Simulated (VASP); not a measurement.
## Li2: single point with PBE

Li2, in a box:

```
CELL_PARAMETERS angstrom
9.00000 0.00000 0.00000
0.00000 9.00000 0.00000
0.00000 0.00000 12.00000
ATOMIC_POSITIONS crystal
Li 0.50144 0.50233 0.39146
Li 0.50144 0.50233 0.61754
```

This cell differs from its parent crystal: last atom moved by 0.04 Å along z.

| Quantity | Value |
| --- | --- |
| Program | VASP 6.6.1 |
| Task | single point |
| Functional | PBE |
| Potentials or basis | VASP PAW PBE potentials, release 64 (Li_sv) |
| Cutoff | 900 eV |
| k mesh | 1 × 1 × 1 |
| Occupations | gaussian, width 0.03 eV |
| Spin | no spin polarisation |

The largest force is 0.041 eV/Å. The gap between the frontier levels is 1.46 eV.

Forces in eV/Å, atoms in the order of the input:
```
Li   0.000  0.000 -0.041
Li   0.000  0.000  0.041
```

Levels at points of the mesh, in eV from the valence-band top:
```csv
k point,band 1,band 2,band 3,band 4,band 5,band 6
"(0.00, 0.00, 0.00)",-47.75,-47.74,0.00,1.46,2.10,2.11
```

It took 93 s on 1 thread of Intel(R) Xeon(R) 6975P-C (Granite Rapids), with other jobs on the host, peak memory 1.4 GiB.

Caveat: the cell differs from its parent crystal (last atom moved by 0.04 Å along z).
